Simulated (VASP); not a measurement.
Write the native input for VASP 6.6.1 that does the following.

```yaml
Task: single point
Functional: PBE
Potentials_or_basis: VASP PAW PBE potentials, release 64 (N, Ga_d, P)
Cutoff: 520 eV
k_mesh: 8 × 8 × 8
Occupations: fermi-dirac, width 0.02 eV
Spin: no spin polarisation
Dipole_correction: no
Further_INCAR_settings: ALGO = Normal; EDIFF = 1e-06; NBANDS = 46
```

The structure of Ga4PN3 lies in POSCAR:

```
Ga4PN3
1.0
   -2.3797459091      2.3797459091      4.6919311246
    2.3797459091     -2.3797459091      4.6919311246
    2.3797459091      2.3797459091     -4.6919311246
N Ga P
3 4 1
Direct
    0.2500000000      0.7500000000      0.5000000000
    0.5000000000      0.5000000000      0.0000000000
    0.7500000000      0.2500000000      0.5000000000
    0.8586653430      0.4116748399      0.0000000000
    0.1413346570      0.1413346570      0.5530094969
    0.4116748399      0.8586653430      0.0000000000
    0.5883251601      0.5883251601      0.4469905031
    0.0000000000      0.0000000000      0.0000000000
```

One way to write it, as run:

INCAR

```
SYSTEM = Ga4PN3
PREC = Accurate
ENCUT = 520
EDIFF = 1E-6
ISMEAR = -1
SIGMA = 0.02
LREAL = .False.
LASPH = .True.
NELM = 80
ALGO = Normal
ISIF = 2
LWAVE = .False.
LCHARG = .False.
GGA = PE
NBANDS = 46
```

KPOINTS

```
Automatic mesh
0
Gamma
  8 8 8
  0 0 0
```

Potentials or basis: VASP PAW PBE potentials, release 64 (N, Ga_d, P).

The run is started by

```bash
$ cat potpaw_PBE.64/N/POTCAR potpaw_PBE.64/Ga_d/POTCAR potpaw_PBE.64/P/POTCAR > POTCAR
$ mpirun -np 1 vasp_std > vasp.out
```

Results of the run:

```json
{
  "Pressure": "4.7 GPa",
  "Largest force": "0.014 eV/Å",
  "Band gap on the k mesh": "0.76 eV"
}
```

Caveat: the cell stands under pressure.

Run time: 4.7 min on 1 thread of AMD EPYC 9R45 96-Core Processor (Zen 5), on a shared host, peak memory 0.42 GiB.
